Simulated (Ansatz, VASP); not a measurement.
## AgI: VASP beside Ansatz

File POSCAR:

```
AgI
1.0
    0.0000000000      3.2886327781      3.2886327781
    3.2886327781      0.0000000000      3.2886327781
    3.2886327781      3.2886327781      0.0000000000
Ag I
1 1
Direct
    0.0000000000      0.0000000000      0.0000000000
    0.2500000000      0.2500000000      0.2500000000
```

INCAR.step1

```
SYSTEM = AgI
PREC     = Accurate       ! precision mode
ENCUT    = 400            ! plane-wave cutoff, eV
EDIFF    = 1E-5           ! SCF threshold, eV
ISMEAR   = 0              ! smearing method
SIGMA    = 0.01           ! smearing width, eV
LREAL    = .False.        ! projectors in reciprocal space
LASPH    = .True.         ! aspherical terms in the spheres
NELM     = 120            ! most SCF steps
ALGO     = Normal         ! electronic algorithm
ISIF     = 2              ! what is computed and relaxed
LWAVE    = .True.         ! write WAVECAR
GGA      = PE             ! functional
NBANDS   = 16             ! bands
GGA_COMPAT= .False.
```

File INCAR.step2:

```
SYSTEM = AgI
PREC     = Accurate       ! precision mode
ENCUT    = 400            ! plane-wave cutoff, eV
EDIFF    = 1E-6           ! SCF threshold, eV
ISMEAR   = 0              ! smearing method
SIGMA    = 0.01           ! smearing width, eV
LREAL    = .False.        ! projectors in reciprocal space
LASPH    = .True.         ! aspherical terms in the spheres
NELM     = 120            ! most SCF steps
ALGO     = Normal         ! electronic algorithm
ISIF     = 2              ! what is computed and relaxed
LWAVE    = .False.        ! write WAVECAR
LCHARG   = .True.         ! write CHGCAR
GGA      = PE             ! functional
LHFCALC  = .True.         ! exact exchange
HFSCREEN = 0.2079         ! screening, 1/A
PRECFOCK = Normal       
LELF     = .True.         ! ELF
LVHAR    = .True.       
ISTART   = 1            
NBANDS   = 16             ! bands
GGA_COMPAT= .False.
```

Contents of KPOINTS:

```
regular mesh
0
Gamma
  4 4 4
  0 0 0
```

Input for Ansatz:

```yaml
crystal:
  lattice:
    - [0.0, 3.2886327781, 3.2886327781]
    - [3.2886327781, 0.0, 3.2886327781]
    - [3.2886327781, 3.2886327781, 0.0]
  atoms:
    - { symbol: Ag, position: [0.0, 0.0, 0.0] }
    - { symbol: I, position: [0.25, 0.25, 0.25] }
kpoints:
  mp_grid: { grid: [4, 4, 4] }
  band_path:
    path:
      - [0.0, 0.0, 0.0]
      - [-0.5, -0.5, 0.0]
      - [-0.375, -0.375, 0.25]
      - [-0.375, 0.0, 0.375]
      - [0.0, 0.0, 0.5]
      - [-0.5, -0.25, 0.25]
    npoints: 1
hamiltonian:
  xc: hse06
scf:
  occupations: { method: fixed }
  n_extra_bands: 4
output:
  forces: true
  stress: true
  eigenvalues: true
  write_density: true
  write_potential: true
  elf: true
  volumetric_format: npy
```

Alike in both runs: task single point; functional HSE06; k mesh 4 × 4 × 4; no spin polarisation.

```csv
,VASP,Ansatz
version,VASP 6.6.1,Ansatz 0.2.0
potentials or method,"VASP PAW PBE potentials, release 64 (Ag, I)","plane waves, PAW"
plane-wave cutoff (eV),400,420
occupations,"gaussian, width 0.01 eV",fixed
valence electrons in the cell,18,36
```

VASP gave:

| Item | Value |
| --- | --- |
| gap on the k mesh at the Fermi level (eV) | 2.48 |
| pressure (GPa) | 0.4 |

Estimate Ansatz's values.

gap on the k mesh at the Fermi level (eV): 2.51; pressure (GPa): 0.6.

VASP's potentials hold 18 valence electrons a cell and Ansatz's 36, so a difference there can come from the potentials and not from the codes. Ansatz's warnings: stress exchange threshold loose, stress scf threshold loose.

Neither program's run includes spin-orbit coupling.
